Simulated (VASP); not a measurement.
# SnP2 (R-3m) in VASP: notebook

SnP2 is run at these levels: PBE; tasks: single point, relaxation of cell and atoms.

Program: VASP 6.6.1. These are calculated values, not measurements. Logs are shortened: lines on timing, memory, paths and dates and some standing lists are left out, and cuts for length are marked.

### 1 The cell of the first run

The structure is trigonal, space group R-3m (No. 166). The conventional cell has a = 4.119 Å, b = 4.119 Å, c = 14.469 Å, α = 90.00°, β = 90.00°, γ = 120.00°. Sn (site symmetry -3m) has 6 P at 2.73 Å within 3.6 Å. Within 2.8 Å of P (site symmetry 3m) lie 1 P at 2.13 Å and 3 Sn at 2.73 Å.

The cell was generated, and may not be a known phase.

### 2 Single point, PBE

The input, INCAR:

```
SYSTEM = SnP2
ALGO = Normal
EDIFF = 1E-6
ENCUT = 500
GGA = PE
GGA_COMPAT = .False.
ISIF = 2
ISMEAR = 0
LASPH = .True.
LCHARG = .False.
LREAL = .False.
LWAVE = .False.
NBANDS = 19
NELM = 120
PREC = Accurate
SIGMA = 0.1
```

The input, KPOINTS:

```
k-points
0
Gamma
  6 6 6
  0 0 0
```

The input, POSCAR:

```
SnP2
1.0
    2.0596021490      1.1891118568      4.8229750935
   -2.0596021490      1.1891118568      4.8229750935
    0.0000000000     -2.3782237086      4.8229750948
Sn P
1 2
Direct
    0.0000000000      0.0000000000      0.0000000000
    0.4264576989      0.4264576989      0.4264576989
    0.5735423011      0.5735423011      0.5735423011
```

Potentials or basis: VASP PAW PBE potentials, release 64 (Sn_d, P).

On the command line:

```bash
$ cat potpaw_PBE.64/Sn_d/POTCAR potpaw_PBE.64/P/POTCAR > POTCAR
$ mpirun -np 1 vasp_std > vasp.out
```

OUTCAR:

```text
SYSTEM = SnP2
   EDIFF = 1E-6
   ENCUT = 500
   GGA = PE
   ISIF = 2
   ISMEAR = 0
   LASPH = .True.
   LREAL = .False.
   NELM = 120
   PREC = Accurate

 ion  position               nearest neighbor table
   1  0.000  0.000  0.000-   3 2.73   2 2.73   3 2.73   3 2.73   2 2.73   2 2.73
   2  0.426  0.426  0.426-   3 2.13   1 2.73   1 2.73   1 2.73
   3  0.574  0.574  0.574-   2 2.13   1 2.73   1 2.73   1 2.73

  LATTYP: Found a trigonal (rhomboedric) cell.
 ALAT       =     5.3774563478
 COS(alpha) =     0.7066116390

  Lattice vectors:

 A1 = (   2.0596021490,   1.1891118568,   4.8229750935)
 A2 = (  -2.0596021490,   1.1891118568,   4.8229750935)
 A3 = (   0.0000000000,  -2.3782237086,   4.8229750948)

Analysis of symmetry for initial positions (statically):
=====================================================================
 Subroutine PRICEL returns:
 Original cell was already a primitive cell.

 Routine SETGRP: Setting up the symmetry group for a
 trigonal (rhombohedral) supercell.

 Subroutine GETGRP returns: Found 12 space group operations
 (whereof 12 operations were pure point group operations)
 out of a pool of 12 trial point group operations.

The static configuration has the point symmetry D_3d.

Analysis of symmetry for dynamics (positions and initial velocities):
=====================================================================
 Subroutine PRICEL returns:
 Original cell was already a primitive cell.

 Routine SETGRP: Setting up the symmetry group for a
 trigonal (rhombohedral) supercell.

 Subroutine GETGRP returns: Found 12 space group operations
 (whereof 12 operations were pure point group operations)
 out of a pool of 12 trial point group operations.

The dynamic configuration has the point symmetry D_3d.

 Subroutine INISYM returns: Found 12 space group operations
 (whereof 12 operations are pure point group operations),
 and found     1 'primitive' translations

----------------------------------------------------------------------------------------

                                     Primitive cell

  volume of cell :      70.8716

  direct lattice vectors                    reciprocal lattice vectors
     2.059602149  1.189111857  4.822975094     0.242765332  0.140160630  0.069113634
    -2.059602149  1.189111857  4.822975094    -0.242765332  0.140160630  0.069113634
     0.000000000 -2.378223709  4.822975095     0.000000000 -0.280321260  0.069113634
[... 84 lines left out ...]
   ENCUT  =  500.0 eV  36.75 Ry    6.06 a.u.   9.80  9.80  9.80*2*pi/ulx,y,z
   NELM   =    120;   NELMIN=  2; NELMDL= -5     # of ELM steps
   EDIFF  = 0.1E-05   stopping-criterion for ELM
   LREAL  =      F    real-space projection
   EDIFFG = 0.1E-04   stopping-criterion for IOM
   NSW    =      0    number of steps for IOM
   IBRION =     -1    ionic relax: 0-MD 1-quasi-New 2-CG
   NFREE  =      0    steps in history (QN), initial steepest desc. (CG)
   ISIF   =      2    stress and relaxation
   ISYM   =      2    0-nonsym 1-usesym 2-fastsym
   POTIM  = 0.5000    time-step for ionic-motion
   TEBEG  =    0.0;   TEEND  =   0.0 temperature during run
   PSTRESS=    0.0 pullay stress
   NELECT =      24.0000    total number of electrons
   NUPDOWN=      -1.0000    fix difference up-down
   EMIN   =  10.00;   EMAX   =-10.00  energy-range for DOS
   EFERMI =   0.00;   METHOD = LEGACY
   ISMEAR =     0;   SIGMA  =   0.10  broadening in eV -4-tet -1-fermi 0-gaus
   EFERMI_NEDOS =   21; number of points for ismear=-14 and -15
   IALGO  =     38    algorithm
   IMIX   =      4    mixing-type and parameters
     AMIX     =   0.40;   BMIX     =  1.00
     AMIX_MAG =   1.60;   BMIX_MAG =  1.00
  volume/ion in A,a.u.               =      23.62       159.42
  Fermi-wavevector in a.u.,A,eV,Ry     =   1.141093  2.156354 17.716062  1.302094
  Thomas-Fermi vector in A             =   2.277794
   LORBIT       =      0    0 simple, 1 ext, 2 COOP (PROOUT), +10 PAW based schemes
   GGA     = PE    functional components
   LHFCALC =     F    Hartree Fock is set to
   AEXX    =    0.0000 exact exchange contribution
   IVDW    =     0    specifies the selected vdW correction
   LEPSILON=     F    determine dielectric tensor
   LRPA    =     F    only Hartree local field effects (RPA)
 non-spin polarized calculation
 Gauss-broadening in eV      SIGMA  =   0.10
  energy-cutoff  :      500.00
  volume of cell :       70.87
 maximum number of plane-waves:      1817
   NGX = 19   NGY = 19   NGZ = 19

 number of electron      24.0000004 magnetization

 Free energy of the ion-electron system (eV)
  ---------------------------------------------------
  ext. energy  EPLUGINS =         0.00000000
  ---------------------------------------------------
  free energy    TOTEN  =       -14.29642762 eV

  energy without entropy =      -14.29084460  energy(sigma->0) =      -14.29363611

 E-fermi :   6.1986     XC(G=0):  -9.5067

 val. band max:        6.0888546663   @ k =   0.1667   0.1667   0.1667
 cond. band min:       6.2041257857   @ k =  -0.1667   0.1667   0.1667
 fundamental gap:      0.1152711194
 Fermi energy:         6.1985741220

 k-point     1 :       0.0000    0.0000    0.0000
  band No.  band energies     occupation
      1     -15.6325      2.00000
      2     -15.6325      2.00000
      3     -15.6086      2.00000
      4     -15.5922      2.00000
      5     -15.5922      2.00000
      6      -7.3952      2.00000
[... 505 lines left out ...]
      6      -5.9075      2.00000
[... 11 lines left out ...]
     18      12.5399      0.00000
     19      13.4942      0.00000

 [... further k-points ...]

------------------------ aborting loop because EDIFF is reached ----------------------------------------

  FORCE on cell =-STRESS in cart. coord.  units (eV):
  Direction    XX          YY          ZZ          XY          YZ          ZX
  --------------------------------------------------------------------------------------
  -------------------------------------------------------------------------------------
  Total        0.0483563      0.0483563     -0.1360975      0.0000000     -0.0000000     -0.0000000
  in kB        1.0931798      1.0931798     -3.0767226      0.0000000     -0.0000000     -0.0000000
  external PRESSURE =      -0.2967876 kB  Pullay stress =       0.0000000 kB

 VOLUME and BASIS-vectors are now :
 -----------------------------------------------------------------------------
  energy-cutoff  :      500.00
  volume of cell :       70.87
      direct lattice vectors                 reciprocal lattice vectors
     2.059602149  1.189111857  4.822975094     0.242765332  0.140160630  0.069113634
    -2.059602149  1.189111857  4.822975094    -0.242765332  0.140160630  0.069113634
     0.000000000 -2.378223709  4.822975095     0.000000000 -0.280321260  0.069113634

 POSITION                                       TOTAL-FORCE (eV/Angst)
 -----------------------------------------------------------------------------------
      0.00000      0.00000      0.00000         0.000000      0.000000     -0.000000
      0.00000      0.00000      6.17038         0.000000      0.000000      0.059595
      0.00000      0.00000      8.29854         0.000000     -0.000000     -0.059595
 -----------------------------------------------------------------------------------
    total drift:                                0.000000      0.000000      0.000000

  FREE ENERGIE OF THE ION-ELECTRON SYSTEM (eV)
  ---------------------------------------------------
  free  energy   TOTEN  =       -14.2964276230 eV

  energy  without entropy=      -14.2908446024  energy(sigma->0) =      -14.29363611
```

stdout:

```text
POSCAR found type information on POSCAR SnP
 POSCAR found :  2 types and       3 ions
 scaLAPACK will be used
 LDA part: xc-table for (Slater+PW92), standard interpolation
 POSCAR, INCAR and KPOINTS ok, starting setup
 FFT: planning ... GRIDC
 FFT: planning ... GRID_SOFT
 FFT: planning ... GRID
 WAVECAR not read
 entering main loop
```

Run time: 67 s. Hardware: 1 thread of Intel Xeon Platinum 8375C at 2.90GHz (Ice Lake), shared host; peak memory 0.24 GiB.

Results:

| Quantity | Value |
| --- | --- |
| Free energy | -14.2964 eV |
| Pressure | 0.0 GPa |
| Largest force | 0.060 eV/Å |
| Band gap on the k mesh | zero (bands 12 and 13 overlap by 1.68 eV) |

Forces on the atoms (eV/Å):
```
Sn   0.000  0.000  0.000
P    0.000  0.000  0.060
P    0.000  0.000 -0.060
```

Levels at points of the mesh, in eV from the Fermi level:
```tsv
k point	band 8	band 9	band 10	band 11	band 12	band 13	band 14	band 15	band 16	band 17
(0.00, 0.00, 0.00)	-7.72	-2.48	-2.48	-0.19	-0.19	0.02	1.84	2.42	2.42	5.00
(0.50, 0.00, 0.00)	-6.72	-5.71	-2.85	-2.52	-2.21	-1.06	2.53	2.60	7.02	7.55
(0.50, 0.50, 0.00)	-7.86	-5.04	-4.01	-2.71	0.62	1.08	1.40	3.23	3.88	5.78
(0.50, 0.50, 0.50)	-2.97	-2.23	-2.23	-1.75	-1.00	-1.00	0.60	2.92	3.63	3.63
```

Caveat: spin-orbit coupling is left out, which moves the levels of the heavy elements.

### 3 Relaxation of cell and atoms, PBE

This run uses another cell than the first one, of 19.02 Å³/atom.

The input, INCAR:

```
ALGO = Normal ; EDIFF = 1E-7
EDIFFG = -0.04 ; ENCUT = 500
GGA = PE ; GGA_COMPAT = F
IBRION = 2 ; ISIF = 3
ISMEAR = 0 ; LASPH = T
LCHARG = F ; LREAL = F
LWAVE = F ; NELM = 120
NELMIN = 4 ; NSW = 90
PREC = Accurate ; SIGMA = 0.1
```

The input, KPOINTS:

```
k-points
0
Gamma
  6 6 6
```

The input, POSCAR:

```
SnP2
1.0
    1.8589590600      1.0732705200      4.7674219400
   -1.8589590600      1.0732705200      4.7674219400
    0.0000000000     -2.1465410300      4.7674219400
Sn P
1 2
Direct
    0.0000000000      0.0000000000      0.0000000000
    0.4160641100      0.4160641100      0.4160641100
    0.5839358900      0.5839358900      0.5839358900
```

Potentials or basis: VASP PAW PBE potentials, release 64 (Sn_d, P).

On the command line:

```bash
$ cat potpaw_PBE.64/Sn_d/POTCAR potpaw_PBE.64/P/POTCAR > POTCAR
$ mpirun -np 1 vasp_std > vasp.out
```

It took 4.6 min on 1 thread of Intel Xeon Platinum 8375C at 2.90GHz (Ice Lake), shared host; peak memory 0.26 GiB.

The run converged. Its results:

```yaml
Free_energy: -14.2939 eV
Relaxed_volume: 23.77 Å³/atom
Relaxed_cell: a = 5.381 Å, b = 5.381 Å, c = 5.381 Å, α = 45.16°, β = 45.16°, γ = 45.16°
Space_group_after_relaxing_to_0.1_Å: R-3m (No. 166)
Energy_gained_by_relaxing: 571.9 meV/atom
Ionic_steps: 6
Pressure_after_relaxing: -0.3 GPa
Largest_force_after_relaxing: 0.019 eV/Å
Band_gap_on_the_k_mesh: zero (bands 12 and 13 overlap by 1.71 eV)
```

Forces in eV/Å, atoms in the order of the input:
```
Sn   0.000  0.000  0.000
P    0.000  0.000 -0.019
P    0.000  0.000  0.019
```

Step by step:
```tsv
step	energy change (eV)	largest force (eV/Å)	pressure (GPa)	volume (Å³)
1	0.0000	4.4119	26.69	57.07
2	-1.3183	0.1126	-6.07	87.09
3	-1.6491	0.7985	-2.93	73.56
4	-1.6491	0.8394	-2.71	73.21
5	-1.6805	0.9407	2.02	70.10
6	-1.7156	0.0185	-0.26	71.32
```

Final structure:
```
CELL_PARAMETERS angstrom
2.06608 1.19285 4.82339
-2.06608 1.19285 4.82339
0.00000 -2.38570 4.82339
ATOMIC_POSITIONS crystal
Sn 0.00000 0.00000 0.00000
P 0.42664 0.42664 0.42664
P 0.57336 0.57336 0.57336
```

Levels at points of the mesh, in eV from the Fermi level:
| k point | band 10 | band 11 | band 12 | band 13 | band 14 | band 15 |
| --- | --- | --- | --- | --- | --- | --- |
| (0.00, 0.00, 0.00) | -2.48 | -0.17 | -0.17 | -0.01 | 1.85 | 2.41 |
| (0.50, 0.00, 0.00) | -2.81 | -2.47 | -2.21 | -1.06 | 2.54 | 2.65 |
| (0.50, 0.50, 0.00) | -3.98 | -2.70 | 0.64 | 1.09 | 1.43 | 3.22 |
| (0.50, 0.50, 0.50) | -2.23 | -1.79 | -0.98 | -0.98 | 0.60 | 2.96 |

Caveat: the volume moved by over 15 % at a fixed basis, so the end points are rough; spin-orbit coupling is left out, which moves the levels of the heavy elements.

The gap in the log of VASP goes by the Fermi energy; the results here count the filled bands.